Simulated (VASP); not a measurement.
Runs of VASP 6.6.1 on Hg. The structure is that of space group P6_3/mmc (No. 194), or close to it. The cells are those of the table. 

```csv
task,potentials or basis,cell,k mesh,cutoff (eV),gap on the mesh (eV),pressure (GPa)
single point,"VASP PAW PBE potentials, release 64 (Hg_sv_GW)","a = 3.281, b = 3.281, c = 10.358 Å, angles 90.0, 90.0, 120.0°, 4 atoms",12 × 12 × 4,550,none,0.7
relaxation of shape and atoms at fixed volume,"VASP PAW PBE potentials, release 64 (Hg)","relaxed from a = 3.234, b = 3.234, c = 10.261 Å, angles 90.0, 90.0, 120.0°, 4 atoms",15 × 15 × 4,500,none,2.7
relaxation of cell and atoms,"VASP PAW PBE potentials, release 64 (Hg)","relaxed to 1 GPa from a = 3.317, b = 3.317, c = 10.451 Å, angles 90.0, 90.0, 120.0°, 4 atoms",12 × 12 × 4,600,none,1.0
single point,"VASP PAW PBE potentials, release 64 (Hg_sv_GW)","a = 3.234, b = 3.234, c = 10.261 Å, angles 90.0, 90.0, 120.0°, 4 atoms",15 × 15 × 4,550,none,2.1
single point,"VASP PAW PBE potentials, release 64 (Hg)","a = 2.938, b = 2.938, c = 9.795 Å, angles 90.0, 90.0, 120.0°, 4 atoms",18 × 18 × 6,520,none,(a)
relaxation of shape and atoms at fixed volume,"VASP PAW PBE potentials, release 64 (Hg)","relaxed from a = 3.198, b = 3.198, c = 10.147 Å, angles 90.0, 90.0, 120.0°, 4 atoms",15 × 15 × 4,500,none,4.3
single point,"VASP PAW PBE potentials, release 64 (Hg_sv_GW)","a = 3.192, b = 3.192, c = 10.187 Å, angles 90.0, 90.0, 120.0°, 4 atoms",12 × 12 × 4,550,none,3.7
```

Alike in all rows: level PBE+D3(BJ); no spin polarisation; smearing gaussian 0.1 eV.

Fill in the values left out.

(a) 26.3.

Caveats: spin-orbit coupling is left out, which moves the levels of the heavy elements; the cell stands under pressure (at least some runs); the cell is relaxed towards a set pressure, so the run minimises the enthalpy, not the energy (at least some runs).

A k mesh can miss the band edges, and the runs leave out spin-orbit coupling on Hg.

A gap of «none» marks levels without a gap at the run's occupations.

The runs don't all hold the same shells in valence.
